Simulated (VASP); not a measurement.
The system is BN.

```
CELL_PARAMETERS angstrom
2.49121 0.00000 0.00000
-1.23834 2.16163 0.00000
-0.62643 -1.08081 3.00225
ATOMIC_POSITIONS crystal
N 0.66851 0.33238 0.98500
B 0.97964 0.98350 0.00181
```

This cell differs from its parent crystal: volume scaled by 0.98.

Program: VASP 6.6.1. Alike in all runs: task single point; no spin polarisation; cell as given; k mesh 13 × 13 × 9; cutoff (eV) 520; smearing fermi-dirac 0.05 eV.

Question: Order these runs on this cell by their pressure, lowest first.
A. level PBE; potentials or basis VASP PAW PBE potentials, release 64 (N, B)
B. level PBEsol; potentials or basis VASP PAW PBE potentials, release 64 (N, B)
C. level LDA; potentials or basis VASP PAW LDA potentials, release 64 (N, B)

Answer: C (2.0 GPa), B (7.6 GPa), A (10.8 GPa).

Caveats: the PAW data sets were made with another functional, which shifts forces and pressure a little (some runs).
